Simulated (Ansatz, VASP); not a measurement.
**Two plane-wave programs on AlP**

File INCAR:

```
SYSTEM = AlP
PREC = Accurate
ENCUT = 500
EDIFF = 1E-6
ISMEAR = 0
SIGMA = 0.05
LREAL = .False.
LASPH = .True.
NELM = 120
ALGO = Normal
ISIF = 2
LWAVE = .False.
LCHARG = .False.
GGA = B5
ALDAX = 1.0
AGGAX = 1.0
AGGAC = 1.0
ALDAC = 0.0
NBANDS = 11
GGA_COMPAT = .False.
```

KPOINTS

```
Automatic mesh
0
Gamma
  8 8 8
  0 0 0
```

File POSCAR:

```
AlP
1.0
    0.0000000000      2.7254991651      2.7254991651
    2.7254991651      0.0000000000      2.7254991651
    2.7254991651      2.7254991651      0.0000000000
Al P
1 1
Direct
    0.0000000000      0.0000000000      0.0000000000
    0.7500000000      0.7500000000      0.7500000000
```

Input for Ansatz:

```yaml
crystal:
  lattice:
    - [0.0, 2.7254991651, 2.7254991651]
    - [2.7254991651, 0.0, 2.7254991651]
    - [2.7254991651, 2.7254991651, 0.0]
  atoms:
    - { symbol: Al, position: [0.0, 0.0, 0.0] }
    - { symbol: P, position: [0.75, 0.75, 0.75] }
basis:
  ecutwfc: 420
  ecutrho_ratio: 4
kpoints:
  mp_grid: { grid: [8, 8, 8] }
hamiltonian:
  xc: blyp
scf:
  occupations: { method: gaussian, width: 0.05 }
output:
  forces: true
  stress: true
  eigenvalues: true
```

Alike in both runs: task single point; functional BLYP; k mesh 8 × 8 × 8; occupations gaussian, width 0.05 eV; no spin polarisation.

|  | VASP | Ansatz |
| --- | --- | --- |
| version | VASP 6.6.1 | Ansatz 0.2.0 |
| potentials or method | VASP PAW PBE potentials, release 64 (Al, P), cutoff 500 eV | scalar-relativistic, plane waves, PAW |
| valence electrons in the cell | 8 | 8 |

Ansatz gave:

```
gap on the k mesh at the Fermi level (eV) : 1.83
least direct gap on the mesh (eV)         : 3.43
pressure (GPa)                            : 5.2
```

Q: What did VASP give for the same quantities?

A: gap on the k mesh at the Fermi level (eV): 1.83; least direct gap on the mesh (eV): 3.44; pressure (GPa): 5.3.

VASP's potentials were made for PBE, not for BLYP.
